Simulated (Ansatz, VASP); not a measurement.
**One calculation of RbBr, two programs**

The input INCAR:

```
SYSTEM = RbBr
  PREC = Accurate
  ENCUT = 520
  EDIFF = 1E-8
  ISMEAR = -1
  SIGMA = 0.03
  LREAL = .False.
  LASPH = .True.
  NELM = 80
  ALGO = Normal
  ISIF = 2
  LWAVE = .False.
  LCHARG = .False.
  GGA = CA
  LEFG = .True.
  NBANDS = 15
```

KPOINTS

```
Automatic mesh
0
Gamma
  6 6 6
  0 0 0
```

The input POSCAR:

```
RbBr
1.0
    0.0000000000      3.4901699152      3.4901699152
    3.4901699152      0.0000000000      3.4901699152
    3.4901699152      3.4901699152      0.0000000000
Rb Br
1 1
Direct
    0.0000000000      0.0000000000      0.0000000000
    0.5000000000      0.5000000000      0.5000000000
```

Input for Ansatz:

```yaml
crystal:
  lattice:
    - [0.0, 3.4901699152, 3.4901699152]
    - [3.4901699152, 0.0, 3.4901699152]
    - [3.4901699152, 3.4901699152, 0.0]
  atoms:
    - { symbol: Rb, position: [0.0, 0.0, 0.0] }
    - { symbol: Br, position: [0.5, 0.5, 0.5] }
kpoints:
  mp_grid: { grid: [6, 6, 6] }
scf:
  occupations: { method: fermi_dirac, width: 0.03 }
hamiltonian:
  xc: lda
  pseudopotentials: { kind: paw }
output:
  forces: true
  stress: true
  eigenvalues: true
  efg: { contact_densities: true }
```

Change from the starting cell: volume scaled by 1.03, PAW files.

Alike in both runs: task electric field gradients; functional LDA; k mesh 6 × 6 × 6; occupations fermi-dirac, width 0.03 eV; no spin polarisation.

```csv
,VASP,Ansatz
version,VASP 6.6.1,Ansatz 0.2.0
potentials or method,"VASP PAW LDA potentials, release 64 (Rb_sv, Br)","PAW with Ansatz's default frozen-core files, scalar-relativistic"
plane-wave cutoff (eV),520,420
valence electrons in the cell,16,16
```

VASP gave:

- gap on the k mesh at the Fermi level (eV): 3.83
- pressure (GPa): -1.7

Question: Estimate Ansatz's values.

Answer: gap on the k mesh at the Fermi level (eV): 3.82; pressure (GPa): -1.8.

LDA's correlation is that of Perdew and Zunger in VASP and of Perdew and Wang (1992) in Ansatz.
